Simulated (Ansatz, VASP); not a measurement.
**PbS: VASP beside Ansatz**

INCAR

```
SYSTEM = PbS
ALGO = Normal
EDIFF = 1E-7
ENCUT = 520
GGA = PS
ISIF = 2
ISMEAR = 0
LASPH = .True.
LCHARG = .False.
LREAL = .False.
LWAVE = .False.
NBANDS = 17
NELM = 100
PREC = Accurate
SIGMA = 0.15
```

KPOINTS

```
k-points
0
Gamma
  14 14 14
  0 0 0
```

Contents of POSCAR:

```
PbS
1.0
    3.6536590000      0.0000000000      0.0000000000
    0.0000000000      3.6536590000      0.0000000000
    0.0000000000      0.0000000000      3.4709760500
Pb S
1 1
Direct
    0.0000000000      0.0000000000      0.0000000000
    0.5000000000      0.5000000000      0.5000000000
```

Input for Ansatz:

```yaml
crystal:
  lattice:
    - [3.653659, 0.0, 0.0]
    - [0.0, 3.653659, 0.0]
    - [0.0, 0.0, 3.47097605]
  atoms:
    - { symbol: Pb, position: [0.0, 0.0, 0.0] }
    - { symbol: S, position: [0.5, 0.5, 0.5] }
basis:
  ecutwfc: 420
kpoints:
  mp_grid: { grid: [14, 14, 14] }
hamiltonian:
  xc: pbesol
scf:
  occupations: { method: gaussian, width: 0.15 }
output:
  forces: true
  stress: true
  eigenvalues: true
```

Change from the starting cell: strain +0.000 along x and y, -0.050 along z, atoms carried along.

Alike in both runs: task single point; functional PBEsol; k mesh 14 × 14 × 14; occupations gaussian, width 0.15 eV; no spin polarisation.

|  | VASP | Ansatz |
| --- | --- | --- |
| version | VASP 6.6.1 | Ansatz 0.2.0 |
| potentials or method | VASP PAW PBE potentials, release 64 (Pb_d, S), cutoff 520 eV | scalar-relativistic, plane waves, PAW |
| valence electrons in the cell | 20 | 20 |

```tsv
	VASP	Ansatz	Ansatz less VASP
gap on the k mesh at the Fermi level (eV)	none	none	-
pressure (GPa)	-0.6	-0.6	+0.04
traceless stress, the component that is largest in VASP (GPa)	3.09	3.10	+0.006
```

VASP's potentials were made for PBE, not for PBEsol. A gap of «none» marks a metal or a gap that the smearing closes. With one functional, cell and mesh, what is left measures potentials, basis and numerics.

Spin-orbit coupling is off throughout.
